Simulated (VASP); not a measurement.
# TePb (F-43m) in VASP: a series of runs, part 2 of 2

VASP 6.6.1.

### 3 Single point, PBE

INCAR reads:

```
SYSTEM = TePb
ALGO = Normal
EDIFF = 1E-6
ENCUT = 500
GGA = PE
GGA_COMPAT = .FALSE.
ISIF = 2
ISMEAR = 0
LASPH = .TRUE.
LCHARG = .FALSE.
LREAL = .FALSE.
LWAVE = .FALSE.
NBANDS = 17
NELM = 120
PREC = Accurate
SIGMA = 0.05
```

KPOINTS reads:

```
k-points
0
G
  4 4 4
  0 0 0
```

POSCAR reads:

```
TePb
1.0
    0.0000000000      3.6414940692      3.6414940692
    3.6414940692      0.0000000000      3.6414940692
    3.6414940692      3.6414940692      0.0000000000
Pb Te
1 1
Direct
    0.0000000000      0.0000000000      0.0000000000
    0.2500000000      0.2500000000      0.2500000000
```

Potentials or basis: VASP PAW PBE potentials, release 64 (Pb_d, Te).

The run is started by

```console
> cat potpaw_PBE.64/Pb_d/POTCAR potpaw_PBE.64/Te/POTCAR > POTCAR
> mpirun -np 1 vasp_std > vasp.out
```

OUTCAR:

```text
SYSTEM = TePb
   EDIFF = 1E-6
   ENCUT = 500
   GGA = PE
   ISIF = 2
   ISMEAR = 0
   LASPH = .TRUE.
   LREAL = .FALSE.
   NELM = 120
   PREC = Accurate

 ion  position               nearest neighbor table
   1  0.000  0.000  0.000-   2 3.15   2 3.15   2 3.15   2 3.15
   2  0.250  0.250  0.250-   1 3.15   1 3.15   1 3.15   1 3.15

  LATTYP: Found a face centered cubic cell.
 ALAT       =     7.2829881384

  Lattice vectors:

 A1 = (   0.0000000000,   3.6414940692,   3.6414940692)
 A2 = (   3.6414940692,   0.0000000000,   3.6414940692)
 A3 = (   3.6414940692,   3.6414940692,   0.0000000000)

Analysis of symmetry for initial positions (statically):
=====================================================================
 Subroutine PRICEL returns:
 Original cell was already a primitive cell.

 Routine SETGRP: Setting up the symmetry group for a
 face centered cubic supercell.

 Subroutine GETGRP returns: Found 24 space group operations
 (whereof 24 operations were pure point group operations)
 out of a pool of 48 trial point group operations.

The static configuration has the point symmetry T_d .

Analysis of symmetry for dynamics (positions and initial velocities):
=====================================================================
 Subroutine PRICEL returns:
 Original cell was already a primitive cell.

 Routine SETGRP: Setting up the symmetry group for a
 face centered cubic supercell.

 Subroutine GETGRP returns: Found 24 space group operations
 (whereof 24 operations were pure point group operations)
 out of a pool of 48 trial point group operations.

The dynamic configuration has the point symmetry T_d .

 Subroutine INISYM returns: Found 24 space group operations
 (whereof 24 operations are pure point group operations),
 and found     1 'primitive' translations

----------------------------------------------------------------------------------------

[... 92 lines left out ...]
   IALGO  =     38    algorithm
   IMIX   =      4    mixing-type and parameters
     AMIX     =   0.40;   BMIX     =  1.00
     AMIX_MAG =   1.60;   BMIX_MAG =  1.00
  volume/ion in A,a.u.               =      48.29       325.86
  Fermi-wavevector in a.u.,A,eV,Ry     =   0.968565  1.830322 12.763860  0.938117
  Thomas-Fermi vector in A             =   2.098544
   LORBIT       =      0    0 simple, 1 ext, 2 COOP (PROOUT), +10 PAW based schemes
   GGA     = PE    functional components
   LHFCALC =     F    Hartree Fock is set to
   AEXX    =    0.0000 exact exchange contribution
   IVDW    =     0    specifies the selected vdW correction
   LEPSILON=     F    determine dielectric tensor
   LRPA    =     F    only Hartree local field effects (RPA)
 non-spin polarized calculation
 Gauss-broadening in eV      SIGMA  =   0.05
  energy-cutoff  :      500.00
  volume of cell :       96.58
 maximum number of plane-waves:      2477
 NGX is ok and might be reduce to    40
   NGX = 19   NGY = 19   NGZ = 19

 number of electron      20.0000000 magnetization

 Free energy of the ion-electron system (eV)
  ---------------------------------------------------
  ext. energy  EPLUGINS =         0.00000000
  ---------------------------------------------------
  free energy    TOTEN  =        -7.15066597 eV

  energy without entropy =       -7.15066597  energy(sigma->0) =       -7.15066597

 E-fermi :   3.0546     XC(G=0):  -7.4501

 val. band max:        2.7955144204   @ k =  -0.2500   0.5000   0.2500
 cond. band min:       3.3840413915   @ k =   0.5000   0.5000   0.0000
 fundamental gap:      0.5885269712
 Fermi energy:         3.0546487425

 k-point     1 :       0.0000    0.0000    0.0000
  band No.  band energies     occupation
      1     -14.1517      2.00000
      2     -14.1517      2.00000
      3     -14.1517      2.00000
      4     -14.1282      2.00000
      5     -14.1282      2.00000
      6      -8.5934      2.00000
[... 137 lines left out ...]
      4     -14.1296      2.00000
      5     -14.1269      2.00000
      6      -7.5220      2.00000
[... 9 lines left out ...]
     16      10.9912      0.00000
     17      11.1678      0.00000

------------------------ aborting loop because EDIFF is reached ----------------------------------------

  FORCE on cell =-STRESS in cart. coord.  units (eV):
  Direction    XX          YY          ZZ          XY          YZ          ZX
  --------------------------------------------------------------------------------------
  -------------------------------------------------------------------------------------
  Total        0.2765269      0.2765269      0.2765269      0.0000000      0.0000000      0.0000000
  in kB        4.5875331      4.5875331      4.5875331      0.0000000      0.0000000      0.0000000
  external PRESSURE =       4.5875331 kB  Pullay stress =       0.0000000 kB

 VOLUME and BASIS-vectors are now :
 -----------------------------------------------------------------------------
  energy-cutoff  :      500.00
  volume of cell :       96.58
      direct lattice vectors                 reciprocal lattice vectors
     0.000000000  3.641494069  3.641494069    -0.137306279  0.137306279  0.137306279
     3.641494069  0.000000000  3.641494069     0.137306279 -0.137306279  0.137306279
     3.641494069  3.641494069  0.000000000     0.137306279  0.137306279 -0.137306279

 POSITION                                       TOTAL-FORCE (eV/Angst)
 -----------------------------------------------------------------------------------
      0.00000      0.00000      0.00000         0.000000      0.000000      0.000000
      1.82075      1.82075      1.82075        -0.000000     -0.000000     -0.000000
 -----------------------------------------------------------------------------------
    total drift:                                0.000000      0.000000      0.000000

  FREE ENERGIE OF THE ION-ELECTRON SYSTEM (eV)
  ---------------------------------------------------
  free  energy   TOTEN  =        -7.1506659744 eV

  energy  without entropy=       -7.1506659744  energy(sigma->0) =       -7.15066597
```

OSZICAR:

```text
N       E                     dE             d eps       ncg     rms          rms(c)
DAV:   1     0.152444798273E+03    0.15244E+03   -0.83637E+03   272   0.100E+03
DAV:   2     0.463936578402E+01   -0.14781E+03   -0.14427E+03   282   0.270E+02
DAV:   3    -0.701647495969E+01   -0.11656E+02   -0.11615E+02   365   0.850E+01
DAV:   4    -0.734608271182E+01   -0.32961E+00   -0.32947E+00   319   0.188E+01
DAV:   5    -0.736274584119E+01   -0.16663E-01   -0.16663E-01   402   0.375E+00    0.336E+00
DAV:   6    -0.715126349498E+01    0.21148E+00   -0.52141E-01   386   0.379E+00    0.208E+00
DAV:   7    -0.714603290555E+01    0.52306E-02   -0.12033E-01   305   0.134E+00    0.101E+00
DAV:   8    -0.714973635085E+01   -0.37034E-02   -0.13387E-02   308   0.985E-01    0.201E-01
DAV:   9    -0.715013003647E+01   -0.39369E-03   -0.27745E-03   321   0.376E-01    0.647E-02
DAV:  10    -0.715054202838E+01   -0.41199E-03   -0.67535E-04   306   0.131E-01    0.375E-02
DAV:  11    -0.715066043885E+01   -0.11841E-03   -0.18906E-04   292   0.590E-02    0.245E-02
DAV:  12    -0.715066394255E+01   -0.35037E-05   -0.68676E-06   388   0.223E-02    0.118E-02
DAV:  13    -0.715066579167E+01   -0.18491E-05   -0.33096E-06   274   0.757E-03    0.428E-03
DAV:  14    -0.715066597444E+01   -0.18276E-06   -0.20186E-07   249   0.402E-03
   1 F= -.71506660E+01 E0= -.71506660E+01  d E =-.571627E-14
```

stdout:

```text
POSCAR found type information on POSCAR PbTe
 POSCAR found :  2 types and       2 ions
 scaLAPACK will be used
 LDA part: xc-table for (Slater+PW92), standard interpolation
 POSCAR, INCAR and KPOINTS ok, starting setup
 FFT: planning ... GRIDC
 FFT: planning ... GRID_SOFT
 FFT: planning ... GRID
 WAVECAR not read
 entering main loop
```

Wall time 12 s (1 thread of Intel Xeon Platinum 8488C (Sapphire Rapids), shared host); peak memory 0.24 GiB.

Results:

```yaml
Free_energy: -7.1507 eV
Pressure: 0.5 GPa
Band_gap_on_the_k_mesh: 0.59 eV, indirect (least direct gap 1.19 eV)
```

Levels at points of the mesh, in eV from the valence-band top:
```
           k point  band 6  band 7  band 8  band 9  band 10  band 11  band 12  band 13  band 14  band 15
(0.00, 0.00, 0.00)  -11.39   -6.23   -1.46   -1.46    -1.46     1.52     1.52     1.52     4.10     7.05
(0.50, 0.00, 0.00)  -10.68   -7.86   -2.01   -2.01    -1.94     2.33     2.33     3.72     5.80     6.84
(0.50, 0.50, 0.00)  -10.32   -8.36   -2.68   -2.68    -0.60     0.59     4.39     4.39     5.66     6.99
```

Caveat: spin-orbit coupling is left out, which moves the levels of the heavy elements. A k mesh can miss the band edges.

### 4 Single point, PBE

INCAR reads:

```
SYSTEM = TePb
  PREC = Accurate
  ENCUT = 500
  EDIFF = 1E-6
  ISMEAR = -1
  SIGMA = 0.05
  LREAL = .False.
  LASPH = .True.
  NELM = 120
  ALGO = Normal
  ISIF = 2
  LWAVE = .False.
  LCHARG = .False.
  GGA = PE
  NBANDS = 17
  GGA_COMPAT = .False.
```

KPOINTS reads:

```
regular mesh
0
Gamma
  4 4 4
  0 0 0
```

POSCAR is that of step 3.

The run is started by

```console
> cat potpaw_PBE.64/Pb_d/POTCAR potpaw_PBE.64/Te/POTCAR > POTCAR
> mpirun -np 1 vasp_std > vasp.out
```

Wall time 12 s (1 thread of Intel Xeon Platinum 8488C (Sapphire Rapids), shared host); peak memory 0.23 GiB.

It converged, with:

```
Free energy            : -7.1507 eV
Pressure               : 0.5 GPa
Band gap on the k mesh : 0.59 eV, indirect (least direct gap 1.19 eV)
```

Levels at points of the mesh, in eV from the valence-band top:
| k point | band 7 | band 8 | band 9 | band 10 | band 11 | band 12 | band 13 | band 14 |
| --- | --- | --- | --- | --- | --- | --- | --- | --- |
| (0.00, 0.00, 0.00) | -6.23 | -1.46 | -1.46 | -1.46 | 1.52 | 1.52 | 1.52 | 4.10 |
| (0.50, 0.00, 0.00) | -7.86 | -2.01 | -2.01 | -1.94 | 2.33 | 2.33 | 3.72 | 5.80 |
| (0.50, 0.50, 0.00) | -8.36 | -2.68 | -2.68 | -0.60 | 0.59 | 4.39 | 4.39 | 5.66 |

Caveat: spin-orbit coupling is left out, which moves the levels of the heavy elements. A k mesh can miss the band edges.

### 5 Single point, PBEsol

INCAR reads:

```
SYSTEM = TePb
  ALGO = Normal
  EDIFF = 1E-6
  ENCUT = 500
  GGA = PS
  GGA_COMPAT = .FALSE.
  ISIF = 2
  ISMEAR = 0
  LASPH = .TRUE.
  LCHARG = .TRUE.
  LELF = .TRUE.
  LREAL = .FALSE.
  LVHAR = .TRUE.
  LWAVE = .FALSE.
  NBANDS = 17
  NELM = 120
  PREC = Accurate
  SIGMA = 0.01
```

KPOINTS reads:

```
k-points
0
G
  4 4 4
  0 0 0
```

POSCAR is that of step 4.

Potentials or basis: VASP PAW PBE potentials, release 64 (Pb_d, Te).

The run is started by

```console
> cat potpaw_PBE.64/Pb_d/POTCAR potpaw_PBE.64/Te/POTCAR > POTCAR
> mpirun -np 1 vasp_std > vasp.out
```

OUTCAR:

```text
SYSTEM = TePb
   EDIFF = 1E-6
   ENCUT = 500
   GGA = PS
   ISIF = 2
   ISMEAR = 0
   LASPH = .TRUE.
   LREAL = .FALSE.
   NELM = 120
   PREC = Accurate

 ion  position               nearest neighbor table
   1  0.000  0.000  0.000-   2 3.15   2 3.15   2 3.15   2 3.15
   2  0.250  0.250  0.250-   1 3.15   1 3.15   1 3.15   1 3.15

  LATTYP: Found a face centered cubic cell.
 ALAT       =     7.2829881384

  Lattice vectors:

 A1 = (   0.0000000000,   3.6414940692,   3.6414940692)
 A2 = (   3.6414940692,   0.0000000000,   3.6414940692)
 A3 = (   3.6414940692,   3.6414940692,   0.0000000000)

Analysis of symmetry for initial positions (statically):
=====================================================================
 Subroutine PRICEL returns:
 Original cell was already a primitive cell.

 Routine SETGRP: Setting up the symmetry group for a
 face centered cubic supercell.

 Subroutine GETGRP returns: Found 24 space group operations
 (whereof 24 operations were pure point group operations)
 out of a pool of 48 trial point group operations.

The static configuration has the point symmetry T_d .

Analysis of symmetry for dynamics (positions and initial velocities):
=====================================================================
 Subroutine PRICEL returns:
 Original cell was already a primitive cell.

 Routine SETGRP: Setting up the symmetry group for a
 face centered cubic supercell.

 Subroutine GETGRP returns: Found 24 space group operations
 (whereof 24 operations were pure point group operations)
 out of a pool of 48 trial point group operations.

The dynamic configuration has the point symmetry T_d .

 Subroutine INISYM returns: Found 24 space group operations
 (whereof 24 operations are pure point group operations),
 and found     1 'primitive' translations

----------------------------------------------------------------------------------------

[... 92 lines left out ...]
   IALGO  =     38    algorithm
   IMIX   =      4    mixing-type and parameters
     AMIX     =   0.40;   BMIX     =  1.00
     AMIX_MAG =   1.60;   BMIX_MAG =  1.00
  volume/ion in A,a.u.               =      48.29       325.86
  Fermi-wavevector in a.u.,A,eV,Ry     =   0.968565  1.830322 12.763860  0.938117
  Thomas-Fermi vector in A             =   2.098544
   LORBIT       =      0    0 simple, 1 ext, 2 COOP (PROOUT), +10 PAW based schemes
   GGA     = PS    functional components
   LHFCALC =     F    Hartree Fock is set to
   AEXX    =    0.0000 exact exchange contribution
   IVDW    =     0    specifies the selected vdW correction
   LEPSILON=     F    determine dielectric tensor
   LRPA    =     F    only Hartree local field effects (RPA)
 non-spin polarized calculation
 Gauss-broadening in eV      SIGMA  =   0.01
  energy-cutoff  :      500.00
  volume of cell :       96.58
 maximum number of plane-waves:      2477
 NGX is ok and might be reduce to    40
   NGX = 19   NGY = 19   NGZ = 19

 number of electron      20.0000000 magnetization

 Free energy of the ion-electron system (eV)
  ---------------------------------------------------
  ext. energy  EPLUGINS =         0.00000000
  ---------------------------------------------------
  free energy    TOTEN  =        -7.69629717 eV

  energy without entropy =       -7.69629717  energy(sigma->0) =       -7.69629717

 E-fermi :   2.7061     XC(G=0):  -7.6320

 val. band max:        2.6550479408   @ k =  -0.2500   0.5000   0.2500
 cond. band min:       3.1786644154   @ k =   0.5000   0.5000   0.0000
 fundamental gap:      0.5236164746
 Fermi energy:         2.7061333750

 k-point     1 :       0.0000    0.0000    0.0000
  band No.  band energies     occupation
      1     -14.2203      2.00000
      2     -14.2203      2.00000
      3     -14.2203      2.00000
      4     -14.1957      2.00000
      5     -14.1957      2.00000
      6      -8.7594      2.00000
[... 137 lines left out ...]
      4     -14.1971      2.00000
      5     -14.1943      2.00000
      6      -7.6854      2.00000
[... 9 lines left out ...]
     16      10.8248      0.00000
     17      10.9533      0.00000

------------------------ aborting loop because EDIFF is reached ----------------------------------------

  FORCE on cell =-STRESS in cart. coord.  units (eV):
  Direction    XX          YY          ZZ          XY          YZ          ZX
  --------------------------------------------------------------------------------------
  -------------------------------------------------------------------------------------
  Total       -0.5471364     -0.5471364     -0.5471364      0.0000000      0.0000000     -0.0000000
  in kB       -9.0768960     -9.0768960     -9.0768960      0.0000000      0.0000000     -0.0000000
  external PRESSURE =      -9.0768960 kB  Pullay stress =       0.0000000 kB

 VOLUME and BASIS-vectors are now :
 -----------------------------------------------------------------------------
  energy-cutoff  :      500.00
  volume of cell :       96.58
      direct lattice vectors                 reciprocal lattice vectors
     0.000000000  3.641494069  3.641494069    -0.137306279  0.137306279  0.137306279
     3.641494069  0.000000000  3.641494069     0.137306279 -0.137306279  0.137306279
     3.641494069  3.641494069  0.000000000     0.137306279  0.137306279 -0.137306279

 POSITION                                       TOTAL-FORCE (eV/Angst)
 -----------------------------------------------------------------------------------
      0.00000      0.00000      0.00000        -0.000000     -0.000000     -0.000000
      1.82075      1.82075      1.82075         0.000000      0.000000      0.000000
 -----------------------------------------------------------------------------------
    total drift:                                0.000000      0.000000      0.000000

  FREE ENERGIE OF THE ION-ELECTRON SYSTEM (eV)
  ---------------------------------------------------
  free  energy   TOTEN  =        -7.6962971696 eV

  energy  without entropy=       -7.6962971696  energy(sigma->0) =       -7.69629717
```

Run time: 13 s. Hardware: 1 thread of Intel Xeon Platinum 8488C (Sapphire Rapids), shared host; peak memory 0.23 GiB.

Results:

- Free energy: -7.6963 eV
- Pressure: -0.9 GPa
- Band gap on the k mesh: 0.52 eV, indirect (least direct gap 1.14 eV)

Caveat: the PAW data sets were made with another functional, which shifts forces and pressure a little; spin-orbit coupling is left out, which moves the levels of the heavy elements.

### 6 Single point, r2SCAN

POSCAR is that of step 5.

INCAR.step1 reads:

```
PREC = Accurate ; ENCUT = 550
ISMEAR = 0 ; SIGMA = 0.01
LREAL = False ; LASPH = True
NELM = 120 ; NBANDS = 17
GGA = PE ; ALGO = Normal
EDIFF = 1E-5 ; LWAVE = True
LCHARG = False ; GGA_COMPAT = False
```

INCAR.step2 reads:

```
PREC = Accurate ; ENCUT = 550
EDIFF = 1E-6 ; ISMEAR = 0
SIGMA = 0.01 ; LREAL = False
LASPH = True ; NELM = 120
ALGO = Normal ; ISIF = 2
LWAVE = False ; LCHARG = False
METAGGA = R2SCAN ; LMIXTAU = True
NBANDS = 17 ; ISTART = 1
GGA_COMPAT = False
```

KPOINTS reads:

```
regular mesh
0
Gamma
  4 4 4
```

Potentials or basis: VASP PAW PBE potentials, release 64 (Pb_d, Te).

The run is started by

```console
> cat potpaw_PBE.64/Pb_d/POTCAR potpaw_PBE.64/Te/POTCAR > POTCAR
> cp INCAR.step1 INCAR
> mpirun -np 1 vasp_std > vasp.out
> cp INCAR.step2 INCAR
> mpirun -np 1 vasp_std > vasp.out
```

Run time: 39 s. Hardware: 1 thread of Intel Xeon Platinum 8488C (Sapphire Rapids), shared host; peak memory 0.26 GiB.

It converged, with:

- Free energy: -82.2206 eV
- Pressure: -0.1 GPa
- Band gap on the k mesh: 0.75 eV, indirect (least direct gap 1.37 eV)

Levels at points of the mesh, in eV from the valence-band top:
| k point | band 6 | band 7 | band 8 | band 9 | band 10 | band 11 | band 12 | band 13 | band 14 | band 15 |
| --- | --- | --- | --- | --- | --- | --- | --- | --- | --- | --- |
| (0.00, 0.00, 0.00) | -11.84 | -6.30 | -1.56 | -1.56 | -1.56 | 1.71 | 1.71 | 1.71 | 4.27 | 7.49 |
| (0.50, 0.00, 0.00) | -11.08 | -8.09 | -2.13 | -2.13 | -1.97 | 2.55 | 2.55 | 4.00 | 6.02 | 7.08 |
| (0.50, 0.50, 0.00) | -10.69 | -8.63 | -2.82 | -2.82 | -0.62 | 0.75 | 4.72 | 4.72 | 5.98 | 7.28 |

Caveat: the PAW data sets were made with another functional, which shifts forces and pressure a little; spin-orbit coupling is left out, which moves the levels of the heavy elements.

### 7 The runs side by side

```csv
level,cutoff (eV),smearing,gap on the mesh (eV),pressure (GPa)
PBE,500,methfessel-paxton 0.5 eV,0.59,0.4
PBE,500,gaussian 0.05 eV,0.59,0.5
PBE,500,fermi-dirac 0.05 eV,0.59,0.5
PBEsol,500,gaussian 0.01 eV,0.52,-0.9
r2SCAN,550,gaussian 0.01 eV,0.75,-0.1
```

Alike in all rows: task single point; potentials or basis VASP PAW PBE potentials, release 64 (Pb_d, Te); no spin polarisation; cell as given; k mesh 4 × 4 × 4.

On the cell as given the gap runs from 0.52 eV (PBEsol) to 0.75 eV (r2SCAN). The pressure there spans -0.9 GPa (PBEsol) to 0.5 GPa (PBE); a positive pressure means that this level wants a larger cell, a negative one a smaller.

Caveats: spin-orbit coupling is left out, which moves the levels of the heavy elements; the PAW data sets were made with another functional, which shifts forces and pressure a little (some runs).

Total energies depend on the potentials used, so only differences within one code and one set of settings carry meaning.
